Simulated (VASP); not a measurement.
A run of VASP 6.6.1 is set up as follows.

INCAR

```
PREC = Accurate
ENCUT = 600
EDIFF = 1E-6
ISMEAR = 0
SIGMA = 0.05
LREAL = F
LASPH = T
NELM = 80
ALGO = Normal
ISIF = 3
LWAVE = F
LCHARG = F
GGA = CA
IBRION = 2
NSW = 80
EDIFFG = -0.03
```

File KPOINTS:

```
regular mesh
0
Gamma
  4 4 4
```

Contents of POSCAR:

```
KSnO3
1.0
    4.3200000000      0.0000000000      0.0000000000
    0.0000000000      4.3200000000      0.0000000000
    0.0000000000      0.0000000000      4.3200000000
K Sn O
1 1 3
Direct
    0.0000000000      0.0000000000      0.0000000000
    0.5000000000      0.5000000000      0.5000000000
    0.5000000000      0.5000000000      0.0000000000
    0.0000000000      0.5000000000      0.5000000000
    0.5000000000      0.0000000000      0.5000000000
```

Potentials or basis: VASP PAW LDA potentials, release 64 (K_sv, Sn_d, O).

The run is started by

```bash
$ cat potpaw_LDA.64/K_sv/POTCAR potpaw_LDA.64/Sn_d/POTCAR potpaw_LDA.64/O/POTCAR > POTCAR
$ mpirun -np 1 vasp_std > vasp.out
```

(1) Predict the relaxed cell.

(2) Predict the space group after relaxing (to 0.05 Å).

(3) What does it give for the relaxed volume?

Results:

(1) a = 4.055 Å, b = 4.055 Å, c = 4.055 Å, α = 90.00°, β = 90.00°, γ = 90.00°.

(2) Pm-3m (No. 221).

(3) 13.34 Å³/atom.

Caveat: the k points lie up to 0.39 Å⁻¹ apart in the final cell; the volume moved by over 15 % at a fixed basis, so the end points are rough; an odd number of electrons without spin polarisation forces a metal; a magnetic or distorted state may lie lower.
